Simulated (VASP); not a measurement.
Set up this calculation in VASP 6.6.1, as the native input.

```
Task                   : single point
Functional             : PBE
Potentials or basis    : VASP PAW PBE potentials, release 64 (Ti_sv, Al)
Cutoff                 : 520 eV
k mesh                 : 6 × 6 × 6
Occupations            : gaussian, width 0.2 eV
Spin                   : no spin polarisation
Dipole correction      : no
Further INCAR settings : ALGO = Normal; EDIFF = 1e-06; NBANDS = 18
```

The structure of TiAl3 lies in POSCAR:

```
TiAl3
1.0
   -1.9244845594      1.9244845594      4.3109690373
    1.9244845594     -1.9244845594      4.3109690373
    1.9244845594      1.9244845594     -4.3109690373
Ti Al
1 3
Direct
    0.0000000000      0.0000000000      0.0000000000
    0.7500000000      0.2500000000      0.5000000000
    0.2500000000      0.7500000000      0.5000000000
    0.5000000000      0.5000000000      0.0000000000
```

These files were run (other wordings do the same):

INCAR

```
SYSTEM = TiAl3
  PREC = Accurate
  ENCUT = 520
  EDIFF = 1E-6
  ISMEAR = 0
  SIGMA = 0.2
  LREAL = .FALSE.
  LASPH = .TRUE.
  NELM = 100
  ALGO = Normal
  ISIF = 2
  LWAVE = .FALSE.
  LCHARG = .FALSE.
  GGA = PE
  NBANDS = 18
```

KPOINTS

```
regular mesh
0
G
  6 6 6
  0 0 0
```

Potentials or basis: VASP PAW PBE potentials, release 64 (Ti_sv, Al).

Launch:

```console
$ cat potpaw_PBE.64/Ti_sv/POTCAR potpaw_PBE.64/Al/POTCAR > POTCAR
$ mpirun -np 1 vasp_std > vasp.out
```

Results of the run:

```yaml
Pressure: -0.3 GPa
```

Caveat: the k points lie up to 0.38 Å⁻¹ apart.

It took 19 s on 1 thread of Intel(R) Xeon(R) 6975P-C (Granite Rapids) (shared host), peak memory 0.24 GiB.
